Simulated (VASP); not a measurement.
Here is a VASP 6.6.1 calculation.

The input INCAR:

```
SYSTEM = WS2
PREC = Accurate
ENCUT = 520
EDIFF = 1E-6
ISMEAR = 0
SIGMA = 0.01
LREAL = .False.
LASPH = .True.
NELM = 80
ALGO = Normal
ISIF = 2
LWAVE = .False.
LCHARG = .False.
GGA = PE
IBRION = 2
NSW = 80
EDIFFG = -0.003
```

Contents of KPOINTS:

```
Automatic mesh
0
Gamma
  10 10 3
  0 0 0
```

File POSCAR:

```
WS2
1.0
    3.1800000000      0.0000000000      0.0000000000
   -1.5900000000      2.7539607840      0.0000000000
    0.0000000000      0.0000000000     12.5000000000
W S
2 4
Direct
    0.3333333333      0.6666666667      0.2500000000
    0.6666666667      0.3333333333      0.7500000000
    0.3333333333      0.6666666667      0.6250000000
    0.6666666667      0.3333333333      0.1250000000
    0.3333333333      0.6666666667      0.8750000000
    0.6666666667      0.3333333333      0.3750000000
```

Potentials or basis: VASP PAW PBE potentials, release 64 (W_sv, S).

Command:

```bash
$ cat potpaw_PBE.64/W_sv/POTCAR potpaw_PBE.64/S/POTCAR > POTCAR
$ mpirun -np 1 vasp_std > vasp.out
```

**Question.** What does it give for the energy gained by relaxing?

**Answer.** 0.3 meV/atom.

**Question.** Estimate the band gap on the k mesh.

**Answer.** 1.13 eV (least direct gap 2.09 eV).

Final structure:
```cif
data_structure
_symmetry_space_group_name_H-M 'P 1'
_symmetry_Int_Tables_number 1
_cell_length_a 3.1800
_cell_length_b 3.1800
_cell_length_c 12.5000
_cell_angle_alpha 90.000
_cell_angle_beta 90.000
_cell_angle_gamma 120.000
_cell_volume 109.47
loop_
_atom_site_label
_atom_site_type_symbol
_atom_site_fract_x
_atom_site_fract_y
_atom_site_fract_z
_atom_site_occupancy
W1 W 0.33333 0.66667 0.25000 1
W2 W 0.66667 0.33333 0.75000 1
S1 S 0.33333 0.66667 0.62449 1
S2 S 0.66667 0.33333 0.12449 1
S3 S 0.33333 0.66667 0.87551 1
S4 S 0.66667 0.33333 0.37551 1
```

Caveat: spin-orbit coupling is left out, which moves the levels of the heavy elements. A k mesh can miss the band edges.
